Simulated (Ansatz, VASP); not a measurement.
One calculation of TiAl, two programs

The input INCAR:

```
PREC = Accurate ; ENCUT = 520
EDIFF = 1E-6 ; ISMEAR = 0
SIGMA = 0.15 ; LREAL = F
LASPH = T ; NELM = 100
ALGO = Fast ; ISIF = 2
LWAVE = F ; LCHARG = F
GGA = PS ; NBANDS = 14
```

The input KPOINTS:

```
Automatic mesh
0
Gamma
  20 20 20
```

POSCAR

```
TiAl
1.0
    3.1564740774      0.0000000000      0.0000000000
    0.0000000000      3.1564740774      0.0552382964
    0.0000000000      0.0552382964      3.1564740774
Ti Al
1 1
Direct
    0.0000000000      0.0000000000      0.0000000000
    0.5000000000      0.5000000000      0.5000000000
```

Input for Ansatz:

```yaml
crystal:
  lattice:
    - [3.1564740774, 0.0, 0.0]
    - [0.0, 3.1564740774, 0.0552382964]
    - [0.0, 0.0552382964, 3.1564740774]
  atoms:
    - { symbol: Ti, position: [0.0, 0.0, 0.0] }
    - { symbol: Al, position: [0.5, 0.5, 0.5] }
basis:
  ecutwfc: 420
kpoints:
  mp_grid: { grid: [20, 20, 20] }
hamiltonian:
  xc: pbesol
scf:
  occupations: { method: gaussian, width: 0.15 }
output:
  forces: true
  stress: true
  eigenvalues: true
  write_density: true
  write_potential: true
  elf: true
  volumetric_format: npy
```

Change from the starting cell: strain +0.0350 x Voigt [0, 0, 0, 1, 0, 0], atoms carried along.

Alike in both runs: task single point; functional PBEsol; k mesh 20 × 20 × 20; occupations gaussian, width 0.15 eV; no spin polarisation.

|  | VASP | Ansatz |
| --- | --- | --- |
| version | VASP 6.6.1 | Ansatz 0.2.0 |
| potentials or method | VASP PAW PBE potentials, release 64 (Ti_sv, Al), cutoff 520 eV | scalar-relativistic, plane waves, PAW |
| valence electrons in the cell | 15 | 15 |

```tsv
	VASP	Ansatz	Ansatz less VASP
gap on the k mesh at the Fermi level (eV)	none	none	-
pressure (GPa)	0.2	0.2	-0.05
traceless stress, the component that is largest in VASP (GPa)	-2.63	-2.62	+0.008
```

VASP's potentials were made for PBE, not for PBEsol. A gap of «none» marks a metal or a gap that the smearing closes. With one functional, cell and mesh, what is left measures potentials, basis and numerics.
